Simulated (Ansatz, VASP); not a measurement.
**One calculation of Ti3Al, two programs**

The input INCAR:

```
SYSTEM = Ti3Al
PREC = Accurate
ENCUT = 520
EDIFF = 1E-6
ISMEAR = -1
SIGMA = 0.05
LREAL = .False.
LASPH = .True.
NELM = 80
ALGO = Normal
ISIF = 2
LWAVE = .False.
LCHARG = .True.
LELF = .True.
LVHAR = .True.
NBANDS = 28
```

The input KPOINTS:

```
Automatic mesh
0
Gamma
  10 10 3
  0 0 0
```

POSCAR

```
Ti3Al
1.0
    2.9078936965      0.0000000000      0.0000000000
   -1.4539468482      2.5183098127      0.0000000000
    0.0000000000      0.0000000000      9.1644382416
Ti Al
3 1
Direct
    0.3333333333      0.6666666667      0.2494060000
    0.3333333333      0.6666666667      0.7505940000
    0.6666666667      0.3333333333      0.0000000000
    0.6666666667      0.3333333333      0.5000000000
```

Contents of input.yaml:

```yaml
crystal:
  lattice:
    - [2.9078936965, 0.0, 0.0]
    - [-1.4539468482, 2.5183098127, 0.0]
    - [0.0, 0.0, 9.1644382416]
  atoms:
    - { symbol: Ti, position: [0.3333333333, 0.6666666667, 0.249406] }
    - { symbol: Ti, position: [0.3333333333, 0.6666666667, 0.750594] }
    - { symbol: Ti, position: [0.6666666667, 0.3333333333, 0.0] }
    - { symbol: Al, position: [0.6666666667, 0.3333333333, 0.5] }
kpoints:
  mp_grid: { grid: [10, 10, 3] }
scf:
  occupations: { method: fermi_dirac, width: 0.05 }
hamiltonian:
  xc: lda
  pseudopotentials: { kind: all_electron, lapw: { basis_error: 0.002 } }
output:
  forces: true
  stress: true
  eigenvalues: true
```

Change from the starting cell: volume scaled by 0.98.

Alike in both runs: task single point; functional LDA; k mesh 10 × 10 × 3; occupations fermi-dirac, width 0.05 eV; no spin polarisation.

|  | VASP | Ansatz |
| --- | --- | --- |
| version | VASP 6.6.1 | Ansatz 0.2.0 |
| potentials or method | VASP PAW LDA potentials, release 64 (Ti_sv, Al), cutoff 520 eV | all-electron LAPW, scalar-relativistic |

```csv
,VASP,Ansatz,Ansatz less VASP
gap on the k mesh at the Fermi level (eV),none,none,-
pressure (GPa),-5.1,-5.0,+0.01
"traceless stress, the component that is largest in VASP (GPa)",0.22,0.18,-0.042
rms of the force components (eV/Å),0.054,0.051,-0.0031
```

LDA's correlation is that of Perdew and Zunger in VASP and of Perdew and Wang (1992) in Ansatz. Atom by atom the forces differ by 0.003 eV/Å (rms over components). A gap of «none» marks a metal or a gap that the smearing closes. Ansatz ran all-electron here, and VASP with PAW potentials.
